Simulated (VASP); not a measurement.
# GeSbTe3 (P-6m2) in VASP: relaxation of cell and atoms with PBE

Aim: the relaxation of cell and atoms of GeSbTe3 with PBE.

Program: VASP 6.6.1. These are calculated values, not measurements. Logs are shortened: lines on timing, memory, paths and dates and some standing lists are left out, and cuts for length are marked.

**1. The cell of the first run**

It takes space group P-6m2 (No. 187, hexagonal). Conventional cell: a = 4.932 Å, b = 4.932 Å, c = 9.157 Å, α = 90.00°, β = 90.00°, γ = 120.00°. Within 4.2 Å of Ge (site symmetry -6m2) lie 6 Te at 3.17 Å. Sb (site symmetry -6m2) has 3 Te at 2.85 Å within 3.8 Å. Te (site symmetry 3m) has 1 Te at 2.78 Å and 3 Ge at 3.17 Å within 3.7 Å. Within 3.8 Å of Te (site symmetry -6m2) lie 3 Sb at 2.85 Å.

The cell was built from a structure type or drawn by symmetry, and may not be a known phase.

**2. Relaxation of cell and atoms, PBE**

File INCAR:

```
SYSTEM = GeSbTe3
PREC     = Accurate       ! precision mode
ENCUT    = 600            ! plane-wave cutoff, eV
EDIFF    = 1E-6           ! SCF threshold, eV
ISMEAR   = 0              ! smearing method
SIGMA    = 0.1            ! smearing width, eV
LREAL    = .FALSE.        ! projectors in reciprocal space
LASPH    = .TRUE.         ! aspherical terms in the spheres
NELM     = 100            ! most SCF steps
ALGO     = Normal         ! electronic algorithm
ISIF     = 3              ! what is computed and relaxed
LWAVE    = .FALSE.        ! write WAVECAR
LCHARG   = .FALSE.        ! write CHGCAR
GGA      = PE             ! functional
IBRION   = 2              ! ionic algorithm
NSW      = 100            ! ionic steps
EDIFFG   = -0.01          ! ionic threshold
```

File KPOINTS:

```
regular mesh
0
G
  12 12 4
  0 0 0
```

File POSCAR:

```
GeSbTe3
1.0
    4.9316268190      0.0000000000      0.0000000000
   -2.4658134095      4.2709141072      0.0000000000
    0.0000000000      0.0000000000      9.1570431077
Ge Sb Te
1 1 3
Direct
    0.6666666667      0.3333333333      0.0000000000
    0.3333333333      0.6666666667      0.5000000000
    0.0000000000      0.0000000000      0.8480198481
    0.0000000000      0.0000000000      0.1519801519
    0.6666666667      0.3333333333      0.5000000000
```

Potentials or basis: VASP PAW PBE potentials, release 64 (Ge_d, Sb, Te).

Command:

```console
$ cat potpaw_PBE.64/Ge_d/POTCAR potpaw_PBE.64/Sb/POTCAR potpaw_PBE.64/Te/POTCAR > POTCAR
$ mpirun -np 1 vasp_std > vasp.out
```

OUTCAR:

```text
SYSTEM = GeSbTe3
   PREC = Accurate
   ENCUT = 600
   EDIFF = 1E-6
   ISMEAR = 0
   LREAL = .FALSE.
   LASPH = .TRUE.
   NELM = 100
   ISIF = 3
   GGA = PE
   IBRION = 2
   NSW = 100
   EDIFFG = -0.01

 ion  position               nearest neighbor table
   1  0.667  0.333  0.000-   3 3.17   4 3.17   3 3.17   4 3.17   3 3.17   4 3.17
   2  0.333  0.667  0.500-   5 2.85   5 2.85   5 2.85
   3  0.000  0.000  0.848-   4 2.78   1 3.17   1 3.17   1 3.17
   4  0.000  0.000  0.152-   3 2.78   1 3.17   1 3.17   1 3.17
   5  0.667  0.333  0.500-   2 2.85   2 2.85   2 2.85

  LATTYP: Found a hexagonal cell.
 ALAT       =     4.9316268190
 C/A-ratio  =     1.8567996817

  Lattice vectors:

 A1 = (   4.9316268190,   0.0000000000,   0.0000000000)
 A2 = (  -2.4658134095,   4.2709141072,   0.0000000000)
 A3 = (   0.0000000000,   0.0000000000,   9.1570431077)

Analysis of symmetry for initial positions (statically):
=====================================================================
 Subroutine PRICEL returns:
 Original cell was already a primitive cell.

 Routine SETGRP: Setting up the symmetry group for a
 hexagonal supercell.

 Subroutine GETGRP returns: Found 12 space group operations
 (whereof 12 operations were pure point group operations)
 out of a pool of 24 trial point group operations.

The static configuration has the point symmetry D_3h.

Analysis of symmetry for dynamics (positions and initial velocities):
=====================================================================
 Subroutine PRICEL returns:
 Original cell was already a primitive cell.

 Routine SETGRP: Setting up the symmetry group for a
 hexagonal supercell.

 Subroutine GETGRP returns: Found 12 space group operations
 (whereof 12 operations were pure point group operations)
 out of a pool of 24 trial point group operations.

The dynamic configuration has the point symmetry D_3h.

 Subroutine INISYM returns: Found 12 space group operations
 (whereof 12 operations are pure point group operations),
 and found     1 'primitive' translations

----------------------------------------------------------------------------------------

                                     Primitive cell

  volume of cell :     192.8707

  direct lattice vectors                    reciprocal lattice vectors
     4.931626819  0.000000000  0.000000000     0.202772845  0.117070957  0.000000000
    -2.465813409  4.270914107  0.000000000     0.000000000  0.234141913  0.000000000
     0.000000000  0.000000000  9.157043108     0.000000000  0.000000000  0.109205558

  length of vectors
     4.931626819  4.931626819  9.157043108     0.234141913  0.234141913  0.109205558

  position of ions in fractional coordinates (direct lattice)
     0.666666667  0.333333333  0.000000000
     0.333333333  0.666666667  0.500000000
     0.000000000  0.000000000  0.848019848
     0.000000000  0.000000000  0.151980152
     0.666666667  0.333333333  0.500000000

  ion indices of the primitive-cell ions
   primitive index   ion index
                 1           1
                 2           2
                 3           3
                 4           4
                 5           5

----------------------------------------------------------------------------------------

 KPOINTS: regular mesh

Automatic generation of k-mesh.
 Grid dimensions read from file:
 generate k-points for:   12   12    4

 Generating k-lattice:

  Cartesian coordinates                     Fractional coordinates (reciprocal lattice)
     0.016897737  0.009755913  0.000000000     0.083333333 -0.000000000  0.000000000
     0.000000000  0.019511826  0.000000000     0.000000000  0.083333333  0.000000000
     0.000000000  0.000000000  0.027301389     0.000000000  0.000000000  0.250000000

  Length of vectors
     0.019511826  0.019511826  0.027301389

  Shift w.r.t. Gamma in fractional coordinates (k-lattice)
     0.000000000  0.000000000  0.000000000

 Subroutine IBZKPT returns following result:
 ===========================================

 Found     57 irreducible k-points:

 Following reciprocal coordinates:
            Coordinates               Weight
  0.000000  0.000000  0.000000      1.000000
  0.083333  0.000000  0.000000      6.000000
  0.166667  0.000000  0.000000      6.000000
  0.250000  0.000000  0.000000      6.000000
  0.333333 -0.000000  0.000000      6.000000
  0.416667  0.000000  0.000000      6.000000
[... 16 lines left out ...]
  0.250000  0.000000  0.250000     12.000000
  0.333333 -0.000000  0.250000     12.000000
 [... further k-points ...]
   k-points           NKPTS =     57   k-points in BZ     NKDIM =     57   number of bands    NBANDS=     22
   number of dos      NEDOS =    301   number of ions     NIONS =      5
   total plane-waves  NPLWV = 128000
   dimension x,y,z NGX =    40 NGY =   40 NGZ =   80
   dimension x,y,z NGXF=    80 NGYF=   80 NGZF=  160
   ions per type =               1   1   3
   NGX,Y,Z   is equivalent  to a cutoff of  13.48, 13.48, 14.52 a.u.
   NGXF,Y,Z  is equivalent  to a cutoff of  26.97, 26.97, 29.05 a.u.
 SYSTEM =  GeSbTe3
   PREC   = accura    normal or accurate (medium, high low for compatibility)
   ISTART =      0    job   : 0-new  1-cont  2-samecut
   ICHARG =      2    charge: 1-file 2-atom 10-const
   ISPIN  =      1    spin polarized calculation?
   LNONCOLLINEAR =      F non collinear calculations
   LSORBIT =      F    spin-orbit coupling
   LASPH  =      T    aspherical Exc in radial PAW
   ENCUT  =  600.0 eV  44.10 Ry    6.64 a.u.   9.85  9.85 18.29*2*pi/ulx,y,z
   NELM   =    100;   NELMIN=  2; NELMDL= -5     # of ELM steps
   EDIFF  = 0.1E-05   stopping-criterion for ELM
   LREAL  =      F    real-space projection
   EDIFFG = -.1E-01   stopping-criterion for IOM
   NSW    =    100    number of steps for IOM
   IBRION =      2    ionic relax: 0-MD 1-quasi-New 2-CG
   NFREE  =      1    steps in history (QN), initial steepest desc. (CG)
   ISIF   =      3    stress and relaxation
   ISYM   =      2    0-nonsym 1-usesym 2-fastsym
   POTIM  = 0.5000    time-step for ionic-motion
   TEBEG  =    0.0;   TEEND  =   0.0 temperature during run
   PSTRESS=    0.0 pullay stress
   NELECT =      37.0000    total number of electrons
   NUPDOWN=      -1.0000    fix difference up-down
   EMIN   =  10.00;   EMAX   =-10.00  energy-range for DOS
   EFERMI =   0.00;   METHOD = LEGACY
   ISMEAR =     0;   SIGMA  =   0.10  broadening in eV -4-tet -1-fermi 0-gaus
   EFERMI_NEDOS =   21; number of points for ismear=-14 and -15
   IALGO  =     38    algorithm
   IMIX   =      4    mixing-type and parameters
     AMIX     =   0.40;   BMIX     =  1.00
     AMIX_MAG =   1.60;   BMIX_MAG =  1.00
  volume/ion in A,a.u.               =      38.57       260.31
  Fermi-wavevector in a.u.,A,eV,Ry     =   0.944177  1.784235 12.129182  0.891470
  Thomas-Fermi vector in A             =   2.071956
   LORBIT       =      0    0 simple, 1 ext, 2 COOP (PROOUT), +10 PAW based schemes
   GGA     = PE    functional components
   LHFCALC =     F    Hartree Fock is set to
   AEXX    =    0.0000 exact exchange contribution
   IVDW    =     0    specifies the selected vdW correction
   LEPSILON=     F    determine dielectric tensor
   LRPA    =     F    only Hartree local field effects (RPA)
 conjugate gradient relaxation of ions
 non-spin polarized calculation
 Gauss-broadening in eV      SIGMA  =   0.10
  energy-cutoff  :      600.00
  volume of cell :      192.87
 maximum number of plane-waves:      6476
 NGX is ok and might be reduce to    40
   NGX = 19   NGY = 19   NGZ = 37

--------------------------------------- Ionic step        1  -------------------------------------------

 number of electron      37.0000004 magnetization

 Free energy of the ion-electron system (eV)
  ---------------------------------------------------
  ext. energy  EPLUGINS =         0.00000000
  ---------------------------------------------------
  free energy    TOTEN  =       -16.54004802 eV

  energy without entropy =      -16.53066359  energy(sigma->0) =      -16.53535580

------------------------ aborting loop because EDIFF is reached ----------------------------------------

  FORCE on cell =-STRESS in cart. coord.  units (eV):
  Direction    XX          YY          ZZ          XY          YZ          ZX
  --------------------------------------------------------------------------------------
  -------------------------------------------------------------------------------------
  Total       -0.0022867     -0.0022867      0.0261658      0.0000000      0.0000000     -0.0000000
  in kB       -0.0189959     -0.0189959      0.2173596      0.0000000      0.0000000     -0.0000000
  external PRESSURE =       0.0597893 kB  Pullay stress =       0.0000000 kB

 VOLUME and BASIS-vectors are now :
 -----------------------------------------------------------------------------
  energy-cutoff  :      600.00
  volume of cell :      192.87
      direct lattice vectors                 reciprocal lattice vectors
     4.931626819  0.000000000  0.000000000     0.202772845  0.117070957  0.000000000
    -2.465813409  4.270914107  0.000000000     0.000000000  0.234141913  0.000000000
     0.000000000  0.000000000  9.157043108     0.000000000  0.000000000  0.109205558

 POSITION                                       TOTAL-FORCE (eV/Angst)
 -----------------------------------------------------------------------------------
      2.46581      1.42364      0.00000         0.000000      0.000000      0.000000
     -0.00000      2.84728      4.57852        -0.000000      0.000000      0.000000
      0.00000      0.00000      7.76535        -0.000000     -0.000000     -0.020154
      0.00000      0.00000      1.39169         0.000000     -0.000000      0.020154
      2.46581      1.42364      4.57852         0.000000      0.000000      0.000000
 -----------------------------------------------------------------------------------
    total drift:                               -0.000002      0.000001      0.000000

  FREE ENERGIE OF THE ION-ELECTRON SYSTEM (eV)
  ---------------------------------------------------
  free  energy   TOTEN  =       -16.5400480170 eV

  energy  without entropy=      -16.5306635890  energy(sigma->0) =      -16.53535580

--------------------------------------- Ionic step        2  -------------------------------------------

 number of electron      37.0000004 magnetization

 Free energy of the ion-electron system (eV)
  ---------------------------------------------------
  ext. energy  EPLUGINS =         0.00000000
  ---------------------------------------------------
  free energy    TOTEN  =       -16.54006417 eV

  energy without entropy =      -16.53067051  energy(sigma->0) =      -16.53536734

 E-fermi :   3.9165     XC(G=0):  -8.2699

 val. band max:        3.8867314862   @ k =   0.3333   0.3333   0.2500
 cond. band min:       3.9218911029   @ k =   0.3333   0.2500   0.0000
 fundamental gap:      0.0351596167
 Fermi energy:         3.9165225531

 k-point     1 :       0.0000    0.0000    0.0000
  band No.  band energies     occupation
      1     -21.3002      2.00000
      2     -21.3002      2.00000
      3     -21.2508      2.00000
      4     -21.2508      2.00000
      5     -21.2372      2.00000
      6      -8.8574      2.00000
[... 14 lines left out ...]
     21       4.3945      0.00000
     22       5.1705      0.00000
[... 552 lines left out ...]
  band No.  band energies     occupation
      1     -21.3004      2.00000
      2     -21.2998      2.00000
      3     -21.2510      2.00000
      4     -21.2508      2.00000
      5     -21.2370      2.00000
      6      -8.2808      2.00000
[... 14 lines left out ...]
     21       5.4807      0.00000
     22       5.8981      0.00000

 [... further k-points ...]
[... 5 lines left out ...]
  --------------------------------------------------------------------------------------
  -------------------------------------------------------------------------------------
  Total       -0.0063184     -0.0063184     -0.0413164      0.0000000      0.0000000      0.0000000
  in kB       -0.0524759     -0.0524759     -0.3431438      0.0000000      0.0000000      0.0000000
  external PRESSURE =      -0.1493652 kB  Pullay stress =       0.0000000 kB

 VOLUME and BASIS-vectors are now :
 -----------------------------------------------------------------------------
  energy-cutoff  :      600.00
  volume of cell :      192.91
      direct lattice vectors                 reciprocal lattice vectors
     4.931518009  0.000000000 -0.000000000     0.202777319  0.117073540  0.000000000
    -2.465759005  4.270819875  0.000000000     0.000000000  0.234147079  0.000000000
    -0.000000000  0.000000000  9.159354912     0.000000000  0.000000000  0.109177994

 POSITION                                       TOTAL-FORCE (eV/Angst)
 -----------------------------------------------------------------------------------
      2.46576      1.42361     -0.00000        -0.000000     -0.000000      0.000000
     -0.00000      2.84721      4.57968         0.000000     -0.000000      0.000000
      2.46576      4.27082      7.76634        -0.000000      0.000000      0.002243
      2.46576      4.27082      1.39301         0.000000      0.000000     -0.002243
      2.46576      1.42361      4.57968         0.000000     -0.000000      0.000000
 -----------------------------------------------------------------------------------
    total drift:                               -0.000002      0.000001      0.000000

  FREE ENERGIE OF THE ION-ELECTRON SYSTEM (eV)
  ---------------------------------------------------
  free  energy   TOTEN  =       -16.5400641745 eV

  energy  without entropy=      -16.5306705136  energy(sigma->0) =      -16.53536734

 reached required accuracy - stopping structural energy minimisation
```

It took 3.3 min on 1 thread of Intel Xeon 6975P-C (Granite Rapids), shared host; peak memory 0.6 GiB.

What came out:

```
Free energy                           : -16.5401 eV
Relaxed volume                        : 38.58 Å³/atom
Relaxed cell                          : a = 4.932 Å, b = 4.932 Å, c = 9.159 Å, α = 90.00°, β = 90.00°, γ = 120.00°
Space group after relaxing (to 0.1 Å) : P-6m2 (No. 187)
Energy gained by relaxing             : 0.0 meV/atom
Ionic steps                           : 2
Pressure after relaxing               : 0.0 GPa
Band gap on the k mesh                : zero (an odd number of electrons rules out a gap without spin polarisation)
```

Forces on the atoms (eV/Å):
```
Ge   0.000  0.000  0.000
Sb   0.000  0.000  0.000
Te   0.000  0.000  0.002
Te   0.000  0.000 -0.002
Te   0.000  0.000  0.000
```

Final structure:
```xyz
5
Lattice="4.9315 0.0000 0.0000 -2.4658 4.2708 0.0000 0.0000 0.0000 9.1594" Properties=species:S:1:pos:R:3 pbc="T T T"
Ge    2.4658    1.4236    0.0000
Sb    0.0000    2.8472    4.5797
Te    2.4658    4.2708    7.7663
Te    2.4658    4.2708    1.3930
Te    2.4658    1.4236    4.5797
```

Levels at points of the mesh, in eV from the Fermi level:
```
           k point  band 14  band 15  band 16  band 17  band 18  band 19  band 20  band 21  band 22
(0.00, 0.00, 0.00)    -3.21    -2.73    -2.73    -0.40    -0.40     0.28     0.48     0.48     1.25
(0.50, 0.00, 0.00)    -3.14    -2.00    -1.79    -1.33    -0.75    -0.70     1.24     1.89     2.76
(0.00, 0.00, 0.50)    -2.72    -2.72    -1.91    -0.58    -0.58     0.24     0.85     0.85     1.10
(0.50, 0.00, 0.50)    -2.61    -2.41    -2.33    -1.63    -0.63    -0.21     1.53     2.18     2.27
```

Caveat: spin-orbit coupling is left out, which moves the levels of the heavy elements; this functional lacks dispersion, which binds the layers, so the pressure and a relaxed spacing across them are unreliable.
